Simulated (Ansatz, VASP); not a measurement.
## KCdF3: VASP beside Ansatz

INCAR

```
SYSTEM = KCdF3
PREC     = Accurate       ! precision mode
ENCUT    = 520            ! plane-wave cutoff, eV
EDIFF    = 1E-6           ! SCF threshold, eV
ISMEAR   = 0              ! smearing method
SIGMA    = 0.05           ! smearing width, eV
LREAL    = .False.        ! projectors in reciprocal space
LASPH    = .True.         ! aspherical terms in the spheres
NELM     = 60             ! most SCF steps
ALGO     = Normal         ! electronic algorithm
ISIF     = 2              ! what is computed and relaxed
LWAVE    = .False.        ! write WAVECAR
LCHARG   = .False.        ! write CHGCAR
NBANDS   = 29             ! bands
```

The input KPOINTS:

```
Automatic mesh
0
Gamma
  6 6 6
  0 0 0
```

The input POSCAR:

```
KCdF3
1.0
    4.5354621357      0.0000000000      0.0000000000
    0.0000000000      4.5354621357      0.0000000000
    0.0000000000      0.0000000000      4.3820890200
K Cd F
1 1 3
Direct
    0.0000000000      0.0000000000      0.0000000000
    0.5000000000      0.5000000000      0.5000000000
    0.0000000000      0.5000000000      0.5000000000
    0.5000000000      0.0000000000      0.5000000000
    0.5000000000      0.5000000000      0.0000000000
```

Input for Ansatz:

```yaml
crystal:
  lattice:
    - [4.5354621357, 0.0, 0.0]
    - [0.0, 4.5354621357, 0.0]
    - [0.0, 0.0, 4.38208902]
  atoms:
    - { symbol: K, position: [0.0, 0.0, 0.0] }
    - { symbol: Cd, position: [0.5, 0.5, 0.5] }
    - { symbol: F, position: [0.0, 0.5, 0.5] }
    - { symbol: F, position: [0.5, 0.0, 0.5] }
    - { symbol: F, position: [0.5, 0.5, 0.0] }
basis:
  ecutwfc: 420
kpoints:
  mp_grid: { grid: [6, 6, 6] }
hamiltonian:
  xc: lda
scf:
  occupations: { method: gaussian, width: 0.05 }
output:
  forces: true
  stress: true
  eigenvalues: true
```

Change from the starting cell: strain +0.0350 x Voigt [1, 1, 0, 0, 0, 0], atoms carried along.

Alike in both runs: task single point; functional LDA; k mesh 6 × 6 × 6; occupations gaussian, width 0.05 eV; no spin polarisation.

|  | VASP | Ansatz |
| --- | --- | --- |
| version | VASP 6.6.1 | Ansatz 0.2.0 |
| potentials or method | VASP PAW LDA potentials, release 64 (K_sv, Cd, F), cutoff 520 eV | scalar-relativistic, plane waves, PAW |
| valence electrons in the cell | 42 | 50 |

|  | VASP | Ansatz | Ansatz less VASP |
| --- | --- | --- | --- |
| gap on the k mesh at the Fermi level (eV) | 2.68 | 2.69 | +0.007 |
| least direct gap on the mesh (eV) | 4.11 | 4.13 | +0.017 |
| pressure (GPa) | -6.2 | -6.7 | -0.45 |
| traceless stress, the component that is largest in VASP (GPa) | 1.52 | 1.38 | -0.143 |

LDA's correlation is that of Perdew and Zunger in VASP and of Perdew and Wang (1992) in Ansatz. VASP's potentials hold 42 valence electrons a cell and Ansatz's 50, so a difference there can come from the potentials and not from the codes.
